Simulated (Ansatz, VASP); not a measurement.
**Pt in VASP and in Ansatz**

Contents of INCAR:

```
SYSTEM = Pt
PREC = Accurate
ENCUT = 600
EDIFF = 1E-7
ISMEAR = 0
SIGMA = 0.1
LREAL = .FALSE.
LASPH = .TRUE.
NELM = 100
ALGO = Fast
ISIF = 3
LWAVE = .FALSE.
LCHARG = .FALSE.
GGA = PE
IBRION = 2
NSW = 100
EDIFFG = -0.01
```

Contents of KPOINTS:

```
regular mesh
0
G
  14 14 14
  0 0 0
```

POSCAR

```
Pt
1.0
    0.0000000000      3.0351717634      3.0351717634
    3.0351717634      0.0000000000      3.0351717634
    3.0351717634      3.0351717634      0.0000000000
Pt
3
Direct
    0.7500000000      0.7500000000      0.7500000000
    0.0000000000      0.0000000000      0.0000000000
    0.2500000000      0.2500000000      0.2500000000
```

Input for Ansatz:

```yaml
crystal:
  lattice:
    - [0.0, 3.0351717634, 3.0351717634]
    - [3.0351717634, 0.0, 3.0351717634]
    - [3.0351717634, 3.0351717634, 0.0]
  atoms:
    - { symbol: Pt, position: [0.75, 0.75, 0.75] }
    - { symbol: Pt, position: [0.0, 0.0, 0.0] }
    - { symbol: Pt, position: [0.25, 0.25, 0.25] }
basis:
  ecutwfc: 420
kpoints:
  mp_grid: { grid: [14, 14, 14] }
hamiltonian:
  xc: pbe
scf:
  occupations: { method: gaussian, width: 0.1 }
output:
  forces: true
  stress: true
  eigenvalues: true
relax:
  adjacent_minimum: "off"
  f_tol: 0.01
  max_steps: 80
  cell: { stress_tol: 0.05 }
```

Alike in both runs: task relaxation of cell and atoms; functional PBE; k mesh 14 × 14 × 14; occupations gaussian, width 0.1 eV; no spin polarisation.

|  | VASP | Ansatz |
| --- | --- | --- |
| version | VASP 6.6.1 | Ansatz 0.2.0 |
| potentials or method | VASP PAW PBE potentials, release 64 (Pt), cutoff 600 eV | scalar-relativistic, plane waves, PAW |
| valence electrons in the cell | 30 | 54 |

|  | VASP | Ansatz | Ansatz less VASP |
| --- | --- | --- | --- |
| gap on the k mesh at the Fermi level, each at its own relaxed structure (eV) | none | none | - |
| relaxed volume (Å³/atom) | 18.61 | 18.64 | +0.033 |
| relaxed cell length with the largest relative difference (Å) | 4.290 | 4.292 | +0.0025 |

A gap of «none» marks a metal or a gap that the smearing closes. VASP's potentials hold 30 valence electrons a cell and Ansatz's 54, so a difference there can come from the potentials and not from the codes.

Spin-orbit coupling is off throughout.
